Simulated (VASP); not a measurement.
Input of a VASP 6.6.1 run:

The input POSCAR:

```
Si
1.0
    0.0000000000      2.7221197377      2.7221197377
    2.7221197377      0.0000000000      2.7221197377
    2.7221197377      2.7221197377      0.0000000000
Si
2
Direct
    0.2500000000      0.2500000000      0.2500000000
    0.0000000000      0.0000000000      0.0000000000
```

INCAR.step1

```
ALGO = Normal
EDIFF = 1E-8
ENCUT = 500
GGA = PE
ISMEAR = 0
LASPH = T
LCHARG = F
LREAL = F
LWAVE = T
NELM = 100
PREC = Accurate
SIGMA = 0.01
```

Contents of INCAR.step2:

```
ALGO = Exact
EDIFF = 1E-8
ENCUT = 500
GGA = PE
ISMEAR = 0
ISTART = 1
LASPH = T
LCHARG = F
LOPTICS = T
LREAL = F
LWAVE = T
NBANDS = 124
NELM = 1
PREC = Accurate
SIGMA = 0.01
```

The input INCAR.step3:

```
ALGO = EVGW0
EDIFF = 1E-8
ENCUT = 500
ENCUTGW = 120.0
GGA = PE
ISMEAR = 0
ISTART = 1
LASPH = T
LCHARG = F
LREAL = F
LWAVE = F
NBANDS = 124
NBANDSGW = 12
NELMGW = 1
NOMEGA = 96
OMEGAMAX = 20
PREC = Accurate
PRECFOCK = Fast
SIGMA = 0.01
```

The input KPOINTS:

```
k-points
0
Gamma
  4 4 4
```

Potentials or basis: VASP PAW PBE potentials, release 64 (Si_GW).

Launch:

```bash
$ cat potpaw_PBE.64/Si_GW/POTCAR > POTCAR
$ cp INCAR.step1 INCAR
$ mpirun -np 1 vasp_std > vasp.out
$ cp INCAR.step2 INCAR
$ mpirun -np 1 vasp_std > vasp.out
$ cp INCAR.step3 INCAR
$ mpirun -np 1 vasp_std > vasp.out
```

Question: What does it give for the quasiparticle gap?

Answer: 1.17 eV.

Question: Predict the least direct quasiparticle gap.

Answer: 3.16 eV.

Question: Estimate the band gap of the starting levels on the mesh.

Answer: 0.71 eV.

Caveat: the k points lie up to 0.50 Å⁻¹ apart; bands, screening cutoff and mesh are small and nothing is extrapolated, so the quasiparticle values aren't converged.
